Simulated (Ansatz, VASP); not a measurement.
**Na in VASP and in Ansatz**

```
Na
1.0
    -2.09856    2.09856    2.09856
     2.09856   -2.09856    2.09856
     2.09856    2.09856   -2.09856
Na
1
Direct
  0.00000 0.00000 0.00000
```

Alike in both runs: task single point; functional PBE; k mesh 11 × 11 × 11; occupations gaussian, width 0.3 eV; no spin polarisation.

```csv
,VASP,Ansatz
version,VASP 6.6.1,Ansatz 0.2.0
potentials or method,"VASP PAW PBE potentials, release 64 (Na_pv), cutoff 520 eV","plane waves (420 eV) with PAW, scalar-relativistic"
valence electrons in the cell,7,9
```

```csv
,VASP,Ansatz,Ansatz less VASP
pressure (GPa),0.0,0.0,+0.02
```

VASP's potentials hold 7 valence electrons a cell and Ansatz's 9, so a difference there can come from the potentials and not from the codes.
